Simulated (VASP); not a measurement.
Here is a VASP 6.6.1 calculation.

POSCAR

```
TiO2
1.0
    5.3955400416      0.0000000000      0.0000000000
   -2.6977700208      4.6726747431      0.0000000000
    0.0000000000      0.0000000000      5.8851597004
Ti O
3 6
Direct
    0.4510590275      0.0000000000      0.3333333333
    0.0000000000      0.4510590275      0.6666666667
    0.5489409725      0.5489409725      0.0000000000
    0.5889513111      0.8837919226      0.1011219538
    0.7051593886      0.1162080774      0.5655447129
    0.2948406114      0.4110486889      0.7677886204
    0.8837919226      0.5889513111      0.8988780462
    0.1162080774      0.7051593886      0.4344552871
    0.4110486889      0.2948406114      0.2322113796
```

File INCAR.step1:

```
SYSTEM = TiO2
  PREC = Accurate
  ENCUT = 520
  ISMEAR = -1
  SIGMA = 0.05
  LREAL = .FALSE.
  LASPH = .TRUE.
  NELM = 100
  NBANDS = 46
  GGA = PE
  ALGO = Normal
  EDIFF = 1E-4
  LWAVE = .TRUE.
  LCHARG = .FALSE.
```

File INCAR.step2:

```
SYSTEM = TiO2
  PREC = Accurate
  ENCUT = 520
  EDIFF = 1E-7
  ISMEAR = -1
  SIGMA = 0.05
  LREAL = .FALSE.
  LASPH = .TRUE.
  NELM = 100
  ALGO = Normal
  ISIF = 2
  LWAVE = .FALSE.
  LCHARG = .FALSE.
  METAGGA = R2SCAN
  LMIXTAU = .TRUE.
  LUSE_VDW = .TRUE.
  IVDW_NL = 2
  BPARAM = 11.95
  CPARAM = 0.0093
  NBANDS = 46
  ISTART = 1
```

The input KPOINTS:

```
Automatic mesh
0
G
  6 6 5
  0 0 0
```

Potentials or basis: VASP PAW PBE potentials, release 64 (Ti_sv, O).

Launch:

```console
$ cat potpaw_PBE.64/Ti_sv/POTCAR potpaw_PBE.64/O/POTCAR > POTCAR
$ cp INCAR.step1 INCAR
$ mpirun -np 1 vasp_std > vasp.out
$ cp INCAR.step2 INCAR
$ mpirun -np 1 vasp_std > vasp.out
```

Q: Estimate the pressure.

A: 0.9 GPa.

Q: Predict the largest force.

A: 0.085 eV/Å.

Forces in eV/Å, atoms in the order of the input:
```
Ti  -0.019  0.000  0.000
Ti   0.009 -0.016  0.000
Ti   0.009  0.016  0.000
O    0.023  0.065 -0.050
O    0.023 -0.065  0.050
O    0.044 -0.052 -0.050
O    0.044  0.052  0.050
O   -0.067 -0.012 -0.050
O   -0.067  0.012  0.050
```

Caveat: the PAW data sets were made with another functional, which shifts forces and pressure a little.
